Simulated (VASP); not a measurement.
Set up this calculation in VASP 6.6.1, as the native input.

- Task: single point
- Functional: LDA
- Potentials or basis: VASP PAW LDA potentials, release 64 (Sn_d, Bi_d)
- Cutoff: 520 eV
- k mesh: 7 × 7 × 7
- Occupations: fermi-dirac, width 0.1 eV
- Spin: no spin polarisation
- Dipole correction: no
- Further INCAR settings: ALGO = Normal; EDIFF = 1e-06; NBANDS = 36

The structure of Sn3Bi lies in POSCAR:

```
Sn3Bi
1.0
   -2.3512520000      2.3512520000      5.2830860000
    2.3512520000     -2.3512520000      5.2830860000
    2.3512520000      2.3512520000     -5.2830860000
Sn Bi
3 1
Direct
    0.5000000000      0.5000000000      0.0000000000
    0.2500000000      0.7500000000      0.5000000000
    0.7500000000      0.2500000000      0.5000000000
    0.0000000000      0.0000000000      0.0000000000
```

The input as run:

INCAR

```
SYSTEM = Sn3Bi
PREC = Accurate
ENCUT = 520
EDIFF = 1E-6
ISMEAR = -1
SIGMA = 0.1
LREAL = .FALSE.
LASPH = .TRUE.
NELM = 80
ALGO = Normal
ISIF = 2
LWAVE = .FALSE.
LCHARG = .TRUE.
LELF = .TRUE.
LVHAR = .TRUE.
NBANDS = 36
```

KPOINTS

```
regular mesh
0
G
  7 7 7
  0 0 0
```

Potentials or basis: VASP PAW LDA potentials, release 64 (Sn_d, Bi_d).

Launch:

```bash
$ cat potpaw_LDA.64/Sn_d/POTCAR potpaw_LDA.64/Bi_d/POTCAR > POTCAR
$ mpirun -np 1 vasp_std > vasp.out
```

Results of the run:

```
Pressure : -3.8 GPa
```

It took 2.8 min on 1 thread of Intel(R) Xeon(R) Platinum 8488C (Sapphire Rapids), on a shared host, peak memory 0.34 GiB.
